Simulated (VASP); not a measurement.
# Sn2HO2 in VASP: single point with PBE+D3(BJ)

Aim: the single point of Sn2HO2 with PBE+D3(BJ).

All numbers are computed with VASP 6.6.1; they aren't measurements. Logs are shortened: lines on timing, memory, paths and dates and some standing lists are left out, and cuts for length are marked.

## Step 1: The cell of the first run

The cell holds a slab with vacuum, 5 atoms: a = 3.820 Å, b = 3.820 Å, c = 19.363 Å, α = 90.00°, β = 90.00°, γ = 90.00°.

## Step 2: Single point, PBE+D3(BJ), collinear spin

INCAR reads:

```
PREC = Accurate
ENCUT = 520
EDIFF = 1E-6
ISMEAR = 0
SIGMA = 0.05
LREAL = F
LASPH = T
NELM = 150
ALGO = Normal
ISIF = 2
LWAVE = F
LCHARG = F
ISPIN = 2
MAGMOM = 0 0 0 0 1
LORBIT = 11
LDIPOL = T
IDIPOL = 3
DIPOL = 0.5 0.5 0.311
GGA = PE
IVDW = 12
NBANDS = 32
```

KPOINTS reads:

```
regular mesh
0
Gamma
  7 7 1
```

POSCAR reads:

```
Sn2HO2
1.0
    3.8201629938      0.0000000000      0.0000000000
    0.0000000000      3.8201629938      0.0000000000
    0.0000000000      0.0000000000     19.3630415395
Sn O H
2 2 1
Direct
    0.7500000000      0.2500000000      0.2065791158
    0.2500000000      0.7500000000      0.3286178737
    0.2500000000      0.2500000000      0.2675984948
    0.7500000000      0.7500000000      0.2675984948
    0.5000000000      1.0000000000      0.4835522106
```

Potentials or basis: VASP PAW PBE potentials, release 64 (Sn_d, O, H).

Launch:

```bash
$ cat potpaw_PBE.64/Sn_d/POTCAR potpaw_PBE.64/O/POTCAR potpaw_PBE.64/H/POTCAR > POTCAR
$ mpirun -np 1 vasp_std > vasp.out
```

OUTCAR:

```text
PREC = Accurate
   ENCUT = 520
   EDIFF = 1E-6
   ISMEAR = 0
   LREAL = F
   LASPH = T
   NELM = 150
   ISIF = 2
   ISPIN = 2
   LORBIT = 11
   GGA = PE
   IVDW = 12
 IVDW          = 12

 ion  position               nearest neighbor table
   1  0.750  0.250  0.207-   3 2.25   4 2.25   4 2.25   3 2.25   2 3.59   2 3.59   2 3.59   2 3.59

   2  0.250  0.750  0.329-   3 2.25   4 2.25   3 2.25   4 2.25   1 3.59   1 3.59   1 3.59   1 3.59

   3  0.250  0.250  0.268-   2 2.25   2 2.25   1 2.25   1 2.25
   4  0.750  0.750  0.268-   2 2.25   2 2.25   1 2.25   1 2.25
   5  0.500  0.000  0.484-

  LATTYP: Found a simple tetragonal cell.
 ALAT       =     3.8201629938
 C/A-ratio  =     5.0686427702

  Lattice vectors:

 A1 = (   3.8201629938,   0.0000000000,   0.0000000000)
 A2 = (   0.0000000000,   3.8201629938,   0.0000000000)
 A3 = (   0.0000000000,   0.0000000000,  19.3630415395)

Analysis of symmetry for initial positions (statically):
=====================================================================
 Subroutine PRICEL returns:
 Original cell was already a primitive cell.

 Routine SETGRP: Setting up the symmetry group for a
 simple tetragonal supercell.

 Subroutine GETGRP returns: Found  2 space group operations
 (whereof  1 operations were pure point group operations)
 out of a pool of 16 trial point group operations.

The static configuration has the point symmetry C_1 .
 The point group associated with its full space group is C_1h.

Analysis of symmetry for dynamics (positions and initial velocities):
=====================================================================
 Subroutine PRICEL returns:
 Original cell was already a primitive cell.

 Routine SETGRP: Setting up the symmetry group for a
 simple tetragonal supercell.

 Subroutine GETGRP returns: Found  2 space group operations
 (whereof  1 operations were pure point group operations)
 out of a pool of 16 trial point group operations.

The dynamic configuration has the point symmetry C_1 .
 The point group associated with its full space group is C_1h.

Analysis of structural, dynamic, and magnetic symmetry:
=====================================================================
 Subroutine PRICEL returns:
 Original cell was already a primitive cell.

 Routine SETGRP: Setting up the symmetry group for a
 simple tetragonal supercell.

 Subroutine GETGRP returns: Found  2 space group operations
 (whereof  1 operations were pure point group operations)
 out of a pool of 16 trial point group operations.

The overall configuration has the point symmetry C_1 .
 The point group associated with its full space group is C_1h.

 Subroutine INISYM returns: Found  2 space group operations
 (whereof  1 operations are pure point group operations),
 and found     1 'primitive' translations

----------------------------------------------------------------------------------------

                                     Primitive cell

  volume of cell :     282.5774

  direct lattice vectors                    reciprocal lattice vectors
     3.820162994  0.000000000  0.000000000     0.261768935  0.000000000  0.000000000
     0.000000000  3.820162994  0.000000000     0.000000000  0.261768935  0.000000000
     0.000000000  0.000000000 19.363041539     0.000000000  0.000000000  0.051644779

  length of vectors
     3.820162994  3.820162994 19.363041539     0.261768935  0.261768935  0.051644779

  position of ions in fractional coordinates (direct lattice)
     0.750000000  0.250000000  0.206579116
     0.250000000  0.750000000  0.328617874
     0.250000000  0.250000000  0.267598495
     0.750000000  0.750000000  0.267598495
     0.500000000  0.000000000  0.483552211

  ion indices of the primitive-cell ions
   primitive index   ion index
                 1           1
                 2           2
                 3           3
                 4           4
                 5           5
[... 31 lines left out ...]
  0.285714  0.000000  0.000000      4.000000
  0.428571  0.000000  0.000000      4.000000
  0.142857  0.142857  0.000000      2.000000
 -0.142857  0.142857  0.000000      2.000000
[... 8 lines left out ...]
  0.428571  0.428571  0.000000      2.000000
 -0.428571  0.428571  0.000000      2.000000
   k-points           NKPTS =     16   k-points in BZ     NKDIM =     16   number of bands    NBANDS=     32
   number of dos      NEDOS =    301   number of ions     NIONS =      5
   total plane-waves  NPLWV = 112896
   dimension x,y,z NGX =    28 NGY =   28 NGZ =  144
   dimension x,y,z NGXF=    56 NGYF=   56 NGZF=  288
   ions per type =               2   2   1
   NGX,Y,Z   is equivalent  to a cutoff of  12.19, 12.19, 12.36 a.u.
   NGXF,Y,Z  is equivalent  to a cutoff of  24.37, 24.37, 24.73 a.u.
 SYSTEM =  unknown system
   PREC   = accura    normal or accurate (medium, high low for compatibility)
   ISTART =      0    job   : 0-new  1-cont  2-samecut
   ICHARG =      2    charge: 1-file 2-atom 10-const
   ISPIN  =      2    spin polarized calculation?
   LNONCOLLINEAR =      F non collinear calculations
   LSORBIT =      F    spin-orbit coupling
   LASPH  =      T    aspherical Exc in radial PAW
   ENCUT  =  520.0 eV  38.22 Ry    6.18 a.u.   7.10  7.10 36.00*2*pi/ulx,y,z
   NELM   =    150;   NELMIN=  2; NELMDL= -5     # of ELM steps
   EDIFF  = 0.1E-05   stopping-criterion for ELM
   LREAL  =      F    real-space projection
   EDIFFG = 0.1E-04   stopping-criterion for IOM
   NSW    =      0    number of steps for IOM
   IBRION =     -1    ionic relax: 0-MD 1-quasi-New 2-CG
   NFREE  =      0    steps in history (QN), initial steepest desc. (CG)
   ISIF   =      2    stress and relaxation
   ISYM   =      2    0-nonsym 1-usesym 2-fastsym
   POTIM  = 0.5000    time-step for ionic-motion
   TEBEG  =    0.0;   TEEND  =   0.0 temperature during run
   PSTRESS=    0.0 pullay stress
   NELECT =      41.0000    total number of electrons
   NUPDOWN=      -1.0000    fix difference up-down
   EMIN   =  10.00;   EMAX   =-10.00  energy-range for DOS
   EFERMI =   0.00;   METHOD = LEGACY
   ISMEAR =     0;   SIGMA  =   0.05  broadening in eV -4-tet -1-fermi 0-gaus
   EFERMI_NEDOS =   21; number of points for ismear=-14 and -15
   IALGO  =     38    algorithm
   IMIX   =      4    mixing-type and parameters
     AMIX     =   0.40;   BMIX     =  1.00
     AMIX_MAG =   1.60;   BMIX_MAG =  1.00
  volume/ion in A,a.u.               =      56.52       381.39
  Fermi-wavevector in a.u.,A,eV,Ry     =   0.860248  1.625633 10.068673  0.740027
  Thomas-Fermi vector in A             =   1.977724
   LORBIT       =     11    0 simple, 1 ext, 2 COOP (PROOUT), +10 PAW based schemes
   GGA     = PE    functional components
   LHFCALC =     F    Hartree Fock is set to
   AEXX    =    0.0000 exact exchange contribution
   IVDW    =    12    specifies the selected vdW correction
   LEPSILON=     F    determine dielectric tensor
   LRPA    =     F    only Hartree local field effects (RPA)
 spin polarized calculation
 Gauss-broadening in eV      SIGMA  =   0.05
  energy-cutoff  :      520.00
  volume of cell :      282.58
 maximum number of plane-waves:      7644
   NGX = 15   NGY = 15   NGZ = 73

 dipolmoment           0.000000      0.000000     -0.000994 electrons x Angstroem

 number of electron      40.9999982 magnetization       0.9999999

 dipolmoment           0.000000      0.000000      0.005270 electrons x Angstroem

 Free energy of the ion-electron system (eV)
  ---------------------------------------------------
  ext. energy  EPLUGINS =         0.00000000
  ---------------------------------------------------
  free energy    TOTEN  =       -23.71068560 eV

  energy without entropy =      -23.71068560  energy(sigma->0) =      -23.71068560

 E-fermi :  -2.0950     XC(G=0):  -3.5588

 val. band max:       -2.3813418642   @ k =  -0.1429   0.1429   0.0000
 cond. band min:      -0.1064663954   @ k =   0.0000   0.0000   0.0000
 fundamental gap:      2.2748754689
 Fermi energy:        -2.0950451480

 spin component 1

 k-point     1 :       0.0000    0.0000    0.0000
  band No.  band energies     occupation
      1     -23.0940      1.00000
      2     -22.7326      1.00000
      3     -22.6945      1.00000
      4     -22.6943      1.00000
      5     -22.6795      1.00000
      6     -22.6492      1.00000
[... 549 lines left out ...]
     31       6.1199      0.00000
     32       6.4336      0.00000
 Fermi energy:        -2.0950451480

 spin component 2

 k-point     1 :       0.0000    0.0000    0.0000
  band No.  band energies     occupation
      1     -23.0887      1.00000
      2     -22.7285      1.00000
      3     -22.6910      1.00000
      4     -22.6909      1.00000
      5     -22.6753      1.00000
      6     -22.6460      1.00000
[... 549 lines left out ...]
     31       6.4910      0.00000
     32       7.0555      0.00000

------------------------ aborting loop because EDIFF is reached ----------------------------------------

 vacuum level on the upper side and lower side of the slab       (xc-potential included)        -0.130        -0.206

 Edisp (eV)   -0.58952

 E8    (eV) :    -0.2593

  FORCE on cell =-STRESS in cart. coord.  units (eV):
  Direction    XX          YY          ZZ          XY          YZ          ZX
  --------------------------------------------------------------------------------------
  -------------------------------------------------------------------------------------
  Total      -0.06592    -0.06592    -0.27410     0.00962     0.03389     0.03389
  in kB      -0.37373    -0.37373    -1.55410     0.05457     0.19217     0.19217
  external pressure =       -0.77 kB  Pullay stress =        0.00 kB

 VOLUME and BASIS-vectors are now :
 -----------------------------------------------------------------------------
  energy-cutoff  :      520.00
  volume of cell :      282.58
      direct lattice vectors                 reciprocal lattice vectors
     3.820162994  0.000000000  0.000000000     0.261768935  0.000000000  0.000000000
     0.000000000  3.820162994  0.000000000     0.000000000  0.261768935  0.000000000
     0.000000000  0.000000000 19.363041539     0.000000000  0.000000000  0.051644779

 POSITION                                       TOTAL-FORCE (eV/Angst)
 -----------------------------------------------------------------------------------
      2.86512      0.95504      4.00000        -0.000490     -0.000490     -0.088930
      0.95504      2.86512      6.36304        -0.000144     -0.000144      0.116976
      0.95504      0.95504      5.18152         0.003477     -0.009132      0.008360
      2.86512      2.86512      5.18152        -0.009132      0.003477      0.008360
      1.91008      0.00000      9.36304         0.006289      0.006289     -0.044765
 -----------------------------------------------------------------------------------
    total drift:                               -0.002974     -0.002974     -0.008627

  FREE ENERGIE OF THE ION-ELECTRON SYSTEM (eV)
  ---------------------------------------------------
  free  energy   TOTEN  =       -24.3002011284 eV

  energy  without entropy=      -24.3002011284  energy(sigma->0) =      -24.30020113

 vacuum level on the upper side and lower side of the slab         2.729         2.664

 total charge

# of ion       s       p       d       tot
------------------------------------------
    1        1.281   0.762  10.054  12.097
    2        1.279   0.760  10.055  12.094
    3        1.576   3.429   0.000   5.005
    4        1.576   3.429   0.000   5.005
    5        0.381   0.000   0.000   0.381
--------------------------------------------------
tot          6.093   8.380  20.109  34.582

 magnetization (x)

# of ion       s       p       d       tot
------------------------------------------
    1        0.000   0.000   0.000   0.001
    2        0.025  -0.002   0.000   0.023
    3        0.001   0.010   0.000   0.010
    4        0.001   0.010   0.000   0.010
    5        0.374   0.000   0.000   0.374
--------------------------------------------------
tot          0.400   0.018   0.001   0.419
```

Run time: 29 min. Hardware: 1 thread of Intel Xeon Platinum 8375C at 2.90GHz (Ice Lake), shared host; peak memory 0.54 GiB.

What came out:

```
Free energy                                           : -24.3002 eV
Largest force                                         : 0.117 eV/Å
Band gap on the k mesh                                : 2.27 eV (least direct gap 2.30 eV)
Net moment                                            : 1.00 μB per cell
Site moments                                          : Sn +0.00, +0.02; O +0.01; H +0.37 μB
Valence electrons inside the program's atomic spheres : Sn 12.10, 12.09; O 5.00; H 0.38
Dispersion energy per atom                            : -0.118 eV
```

Forces in eV/Å, atoms in the order of the input:
```
Sn   0.000  0.000 -0.089
Sn   0.000  0.000  0.117
O    0.003 -0.009  0.008
O   -0.009  0.003  0.008
H    0.006  0.006 -0.045
```

Levels at points of the mesh, in eV from the valence-band top:
Spin up:
```
           k point  band 17  band 18  band 19  band 20  band 21  band 22  band 23  band 24  band 25  band 26
(0.00, 0.00, 0.00)    -2.58    -2.22    -1.81    -1.81    -0.02     3.01     3.36     4.92     5.26     5.49
```
Spin down:
| k point | band 16 | band 17 | band 18 | band 19 | band 20 | band 21 | band 22 | band 23 | band 24 | band 25 |
| --- | --- | --- | --- | --- | --- | --- | --- | --- | --- | --- |
| (0.00, 0.00, 0.00) | -3.85 | -2.20 | -1.80 | -1.80 | -0.26 | 2.27 | 3.01 | 4.17 | 5.13 | 5.48 |

Caveat: spin-orbit coupling is left out, which moves the levels of the heavy elements.
